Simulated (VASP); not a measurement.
# CuNi2 (P6_3/mmc) in VASP: single point with PBE

Aim: the single point of CuNi2 with PBE.

Everything below comes from runs of VASP 6.6.1. Logs are shortened: lines on timing, memory, paths and dates and some standing lists are left out, and cuts for length are marked.

### 1 The cell of the first run

The structure is hexagonal, space group P6_3/mmc (No. 194). The conventional cell has a = 2.500 Å, b = 2.500 Å, c = 12.441 Å, α = 90.00°, β = 90.00°, γ = 120.00°. Within 3.3 Å of Cu (site symmetry -6m2) lie 6 Cu at 2.50 Å and 6 Ni at 2.55 Å. Within 3.3 Å of Ni (site symmetry 3m) lie 9 Ni at 2.48 to 2.50 Å and 3 Cu at 2.55 Å.

### 2 Single point, PBE, collinear spin, ferromagnetic start

INCAR reads:

```
ALGO = Fast
EDIFF = 1E-6
ENCUT = 520
GGA = PE
ISIF = 2
ISMEAR = 0
ISPIN = 2
LASPH = True
LCHARG = True
LELF = True
LMAXMIX = 4
LORBIT = 11
LREAL = False
LVHAR = True
LWAVE = False
MAGMOM = 0 0 0.55 0.55 0.55 0.55
NBANDS = 44
NELM = 150
PREC = Accurate
SIGMA = 0.1
```

KPOINTS reads:

```
k-points
0
Gamma
  18 18 4
```

POSCAR reads:

```
CuNi2
1.0
    2.4997827181      0.0000000000      0.0000000000
   -1.2498913590      2.1648753378      0.0000000000
    0.0000000000      0.0000000000     12.4411995337
Cu Ni
2 4
Direct
    0.3333333333      0.6666666667      0.2500000000
    0.6666666667      0.3333333333      0.7500000000
    0.3333333333      0.6666666667      0.9188261561
    0.3333333333      0.6666666667      0.5811738439
    0.6666666667      0.3333333333      0.0811738439
    0.6666666667      0.3333333333      0.4188261561
```

Potentials or basis: VASP PAW PBE potentials, release 64 (Cu, Ni).

Run with:

```sh
cat potpaw_PBE.64/Cu/POTCAR potpaw_PBE.64/Ni/POTCAR > POTCAR
mpirun -np 1 vasp_std > vasp.out
```

OUTCAR:

```text
EDIFF = 1E-6
   ENCUT = 520
   GGA = PE
   ISIF = 2
   ISMEAR = 0
   ISPIN = 2
   LASPH = True
   LORBIT = 11
   LREAL = False
   NELM = 150
   PREC = Accurate

 ion  position               nearest neighbor table
   1  0.333  0.667  0.250-   5 2.55   6 2.55   5 2.55   6 2.55   5 2.55   6 2.55
   2  0.667  0.333  0.750-   3 2.55   4 2.55   3 2.55   4 2.55   3 2.55   4 2.55
   3  0.333  0.667  0.919-   5 2.48   5 2.48   5 2.48   2 2.55   2 2.55   2 2.55
   4  0.333  0.667  0.581-   6 2.48   6 2.48   6 2.48   2 2.55   2 2.55   2 2.55
   5  0.667  0.333  0.081-   3 2.48   3 2.48   3 2.48   1 2.55   1 2.55   1 2.55
   6  0.667  0.333  0.419-   4 2.48   4 2.48   4 2.48   1 2.55   1 2.55   1 2.55

  LATTYP: Found a hexagonal cell.
 ALAT       =     2.4997827181
 C/A-ratio  =     4.9769123707

  Lattice vectors:

 A1 = (   2.4997827181,   0.0000000000,   0.0000000000)
 A2 = (  -1.2498913590,   2.1648753378,   0.0000000000)
 A3 = (   0.0000000000,   0.0000000000,  12.4411995337)

Analysis of symmetry for initial positions (statically):
=====================================================================
 Subroutine PRICEL returns:
 Original cell was already a primitive cell.

 Routine SETGRP: Setting up the symmetry group for a
 hexagonal supercell.

 Subroutine GETGRP returns: Found 24 space group operations
 (whereof 12 operations were pure point group operations)
 out of a pool of 24 trial point group operations.

The static configuration has the point symmetry D_3d.
 The point group associated with its full space group is D_6h.

Analysis of symmetry for dynamics (positions and initial velocities):
=====================================================================
 Subroutine PRICEL returns:
 Original cell was already a primitive cell.

 Routine SETGRP: Setting up the symmetry group for a
 hexagonal supercell.

 Subroutine GETGRP returns: Found 24 space group operations
 (whereof 12 operations were pure point group operations)
 out of a pool of 24 trial point group operations.

The dynamic configuration has the point symmetry D_3d.
 The point group associated with its full space group is D_6h.

Analysis of structural, dynamic, and magnetic symmetry:
=====================================================================
 Subroutine PRICEL returns:
 Original cell was already a primitive cell.

 Routine SETGRP: Setting up the symmetry group for a
 hexagonal supercell.

 Subroutine GETGRP returns: Found 24 space group operations
 (whereof 12 operations were pure point group operations)
 out of a pool of 24 trial point group operations.

[... 148 lines left out ...]

 number of electron      61.9999979 magnetization       1.8017180

 Free energy of the ion-electron system (eV)
  ---------------------------------------------------
  ext. energy  EPLUGINS =         0.00000000
  ---------------------------------------------------
  free energy    TOTEN  =       -29.14289945 eV

  energy without entropy =      -29.09586612  energy(sigma->0) =      -29.11938278

 E-fermi :   8.5650     XC(G=0): -13.0503

 val. band max:        8.5631056188   @ k =   0.2778   0.0000   0.2500
 cond. band min:       8.5657600353   @ k =   0.4444   0.0556   0.2500
 fundamental gap:      0.0026544165
 Fermi energy:         8.5649682183

 spin component 1

 k-point     1 :       0.0000    0.0000    0.0000
  band No.  band energies     occupation
      1      -0.4174      1.00000
      2       0.4428      1.00000
      3       0.7540      1.00000
      4       2.8174      1.00000
      5       3.1398      1.00000
      6       3.8492      1.00000
[... 1093 lines left out ...]
     42      17.7453      0.00000
     43      20.5418      0.00000

 [... further k-points ...]

 spin component 2

 k-point     1 :       0.0000    0.0000    0.0000
  band No.  band energies     occupation
      1      -0.4454      1.00000
      2       0.4107      1.00000
      3       0.7319      1.00000
      4       2.8098      1.00000
      5       3.1996      1.00000
      6       3.9727      1.00000
[... 1093 lines left out ...]
     42      17.8467      0.00000
     43      20.5722      0.00000

 [... further k-points ...]

 [bands above 43 left out]

------------------------ aborting loop because EDIFF is reached ----------------------------------------

  FORCE on cell =-STRESS in cart. coord.  units (eV):
  Direction    XX          YY          ZZ          XY          YZ          ZX
  --------------------------------------------------------------------------------------
  -------------------------------------------------------------------------------------
  Total        0.0804599      0.0804599      0.0555500      0.0000000      0.0000000      0.0000000
  in kB        1.9146650      1.9146650      1.3218966      0.0000000      0.0000000      0.0000000
  external PRESSURE =       1.7170755 kB  Pullay stress =       0.0000000 kB

 VOLUME and BASIS-vectors are now :
 -----------------------------------------------------------------------------
  energy-cutoff  :      520.00
  volume of cell :       67.33
      direct lattice vectors                 reciprocal lattice vectors
     2.499782718  0.000000000  0.000000000     0.400034768  0.230960181  0.000000000
    -1.249891359  2.164875338  0.000000000     0.000000000  0.461920362  0.000000000
     0.000000000  0.000000000 12.441199534     0.000000000  0.000000000  0.080378102

 POSITION                                       TOTAL-FORCE (eV/Angst)
 -----------------------------------------------------------------------------------
     -0.00000      1.44325      3.11030         0.000000      0.000000      0.000000
      1.24989      0.72163      9.33090        -0.000000      0.000000      0.000000
     -0.00000      1.44325     11.43130        -0.000000     -0.000000      0.004260
     -0.00000      1.44325      7.23050         0.000000     -0.000000     -0.004260
      1.24989      0.72163      1.00990        -0.000000      0.000000     -0.004260
      1.24989      0.72163      5.21070         0.000000      0.000000      0.004260
 -----------------------------------------------------------------------------------
    total drift:                               -0.000000      0.000000     -0.000000

  FREE ENERGIE OF THE ION-ELECTRON SYSTEM (eV)
  ---------------------------------------------------
  free  energy   TOTEN  =       -29.1428994520 eV

  energy  without entropy=      -29.0958661167  energy(sigma->0) =      -29.11938278

 total charge

# of ion       s       p       d       tot
------------------------------------------
    1        0.458   0.411   9.172  10.041
    2        0.458   0.411   9.172  10.041
    3        0.483   0.466   8.331   9.279
    4        0.483   0.466   8.331   9.279
    5        0.483   0.466   8.331   9.279
    6        0.483   0.466   8.331   9.279
--------------------------------------------------
tot          2.846   2.684  51.668  57.199

 magnetization (x)

# of ion       s       p       d       tot
------------------------------------------
    1       -0.003  -0.012   0.008  -0.007
    2       -0.003  -0.012   0.008  -0.007
    3       -0.004  -0.016   0.488   0.468
    4       -0.004  -0.016   0.488   0.468
    5       -0.004  -0.016   0.488   0.468
    6       -0.004  -0.016   0.488   0.468
--------------------------------------------------
tot         -0.021  -0.087   1.967   1.859
```

OSZICAR:

```text
N       E                     dE             d eps       ncg     rms          rms(c)
DAV:   1     0.479682637347E+03    0.47968E+03   -0.26310E+04 19672   0.222E+03
DAV:   2     0.136912453380E+02   -0.46599E+03   -0.44097E+03 19536   0.399E+02
DAV:   3    -0.337994869502E+02   -0.47491E+02   -0.41885E+02 20192   0.159E+02
DAV:   4    -0.350154165690E+02   -0.12159E+01   -0.12093E+01 22720   0.318E+01
DAV:   5    -0.350606461849E+02   -0.45230E-01   -0.45223E-01 29748   0.536E+00    0.222E+01
RMM:   6    -0.315294504321E+02    0.35312E+01   -0.45493E+01 21665   0.709E+01    0.129E+01
RMM:   7    -0.292285536051E+02    0.23009E+01   -0.92817E+00 21234   0.367E+01    0.640E+00
RMM:   8    -0.296293560885E+02   -0.40080E+00   -0.15923E+00 22535   0.120E+01    0.630E+00
RMM:   9    -0.291382290994E+02    0.49113E+00   -0.47542E-01 21784   0.760E+00    0.614E-01
RMM:  10    -0.291417891474E+02   -0.35600E-02   -0.57791E-02 23760   0.153E+00    0.233E-01
RMM:  11    -0.291421689990E+02   -0.37985E-03   -0.11361E-02 25257   0.941E-01    0.159E-01
RMM:  12    -0.291425960123E+02   -0.42701E-03   -0.45498E-03 27709   0.405E-01    0.110E-01
RMM:  13    -0.291428612005E+02   -0.26519E-03   -0.10872E-03 29341   0.176E-01    0.545E-02
RMM:  14    -0.291428914905E+02   -0.30290E-04   -0.19844E-04 28027   0.891E-02    0.118E-02
RMM:  15    -0.291428982449E+02   -0.67544E-05   -0.59734E-05 30282   0.372E-02    0.728E-03
RMM:  16    -0.291428998678E+02   -0.16230E-05   -0.11322E-05 23104   0.160E-02    0.415E-03
RMM:  17    -0.291428994520E+02    0.41585E-06   -0.16786E-06 14143   0.104E-02
   1 F= -.29142899E+02 E0= -.29119383E+02  d E =-.470333E-01  mag=     1.8014
```

stdout:

```text
POSCAR found type information on POSCAR CuNi
 POSCAR found :  2 types and       6 ions
 scaLAPACK will be used
 LDA part: xc-table for (Slater+PW92), standard interpolation
 POSCAR, INCAR and KPOINTS ok, starting setup
 FFT: planning ... GRIDC
 FFT: planning ... GRID_SOFT
 FFT: planning ... GRID
 WAVECAR not read
 entering main loop
WARNING in EDDRMM: call to ZHEGV failed, returncode =   8  4     39
WARNING in EDDRMM: call to ZHEGV failed, returncode =   8  4     43
WARNING in EDDRMM: call to ZHEGV failed, returncode =   8  4     42
```

Wall time 16 min (1 thread of Oxide Virtual Turin-like, shared host); peak memory 0.52 GiB.

Results:

```yaml
Free_energy: -29.1429 eV
Pressure: 0.2 GPa
Largest_force: 0.004 eV/Å
Net_moment: 1.80 μB per cell
Site_moments: Cu -0.01; Ni +0.47 μB
Valence_electrons_inside_the_program's_atomic_spheres: Cu 10.04; Ni 9.28
```

Forces in eV/Å, atoms in the order of the input:
```
Cu   0.000  0.000  0.000
Cu   0.000  0.000  0.000
Ni   0.000  0.000  0.004
Ni   0.000  0.000 -0.004
Ni   0.000  0.000 -0.004
Ni   0.000  0.000  0.004
```
